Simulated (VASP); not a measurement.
Runs of VASP 6.6.1 on Ni. The structure is that of space group Im-3m (No. 229), or close to it. The cells are those of the table. This isn't the form of Ni at room conditions, which is fcc.

```csv
task,cell,k mesh,cutoff (eV),gap on the mesh (eV),pressure (GPa),moment (μB)
single point,"a = 2.449 Å, angles 109.5°, 1 atom",16 × 16 × 16,520,none,0.1,0.56
single point,"a = 2.482 Å, angles 109.5°, 1 atom",18 × 18 × 18,520,none,(a),0.59
relaxation of cell and atoms,"relaxed from a = 2.422 Å, angles 109.5°, 1 atom",16 × 16 × 16,600,none,0.0,0.56
single point,"a = 2.382 Å, angles 109.5°, 1 atom",18 × 18 × 18,520,none,(c),0.55
single point,"a = 2.347 Å, angles 109.5°, 1 atom",18 × 18 × 18,520,none,30.2,(d)
single point,"a = 2.449 Å, angles 109.5°, 1 atom",18 × 18 × 18,520,none,0.2,0.58
single point,"a = 2.449 Å, angles 109.5°, 1 atom",26 × 26 × 26,520,none,0.1,0.57
single point,"a = 2.544 Å, angles 109.5°, 1 atom",18 × 18 × 18,520,none,-14.5,0.61
single point,"a = 2.416 Å, angles 109.5°, 1 atom",18 × 18 × 18,520,none,(b),0.57
single point,"a = 2.513 Å, angles 109.5°, 1 atom",18 × 18 × 18,520,none,-10.7,0.60
```

Alike in all rows: level RPBE; potentials or basis VASP PAW PBE potentials, release 64 (Ni); spin collinear, ferromagnetic start; smearing fermi-dirac 0.05 eV.

**Question.** Estimate the missing entries.

**Answer.** (a) -5.9; (b) 7.9; (c) 17.8; (d) 0.52.

Caveats: the PAW data sets were made with another functional, which shifts forces and pressure a little; the cell stands under tension (at least some runs); the cell stands under pressure (at least some runs).

A gap of «none» marks levels without a gap at the run's occupations.
